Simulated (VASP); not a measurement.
Runs of VASP 6.6.1 on ZnCu. The structure is that of space group Pm-3m (No. 221), or close to it. The cells are those of the table. 

```tsv
task	level	potentials or basis	cell	k mesh	cutoff (eV)	smearing	dipole correction	tolerance level	purpose	gap on the mesh (eV)	pressure (GPa)	V0 of scaled cells (Å³/atom)	B0 (GPa)
single point	PBEsol	VASP PAW PBE potentials, release 64 (Zn, Cu_sv_GW)	a = 2.984 Å, 2 atoms	9 × 9 × 9	820	fermi-dirac 0.05 eV	no	-	-	none	-9.3	-	-
equation of state	PBE+D3(BJ)	VASP PAW PBE potentials, release 64 (Zn, Cu)	a = 2.945 Å, 2 atoms	18 × 18 × 18	620	methfessel-paxton 0.05 eV	-	standard	equation of state	-	-	12.40	133
single point	LDA	VASP PAW LDA potentials, release 64 (Zn, Cu_sv_GW)	a = 2.885 Å, 2 atoms	9 × 9 × 9	820	fermi-dirac 0.05 eV	no	-	-	none	-2.4	-	-
single point	PBEsol	VASP PAW PBE potentials, release 64 (Zn, Cu_sv_GW)	a = 3.003 Å, 2 atoms	9 × 9 × 9	820	fermi-dirac 0.05 eV	no	-	-	none	(b)	-	-
single point	LDA	VASP PAW LDA potentials, release 64 (Zn, Cu_sv_GW)	a = 2.905 Å, 2 atoms	9 × 9 × 9	820	fermi-dirac 0.05 eV	no	-	-	none	-5.3	-	-
equation of state	PBE+D3(BJ)	VASP PAW PBE potentials, release 64 (Zn, Cu)	a = 2.945 Å, 2 atoms	12 × 12 × 12	380	methfessel-paxton 0.1 eV	-	standard	equation of state	-	-	(a)	133
```

Alike in all rows: no spin polarisation.

Question: Estimate the missing entries.

Answer: (a) 12.41; (b) -11.0.

Caveats: the cell stands under tension (at least some runs); the PAW data sets were made with another functional, which shifts forces and pressure a little (at least some runs).

A gap of «none» marks levels without a gap at the run's occupations.
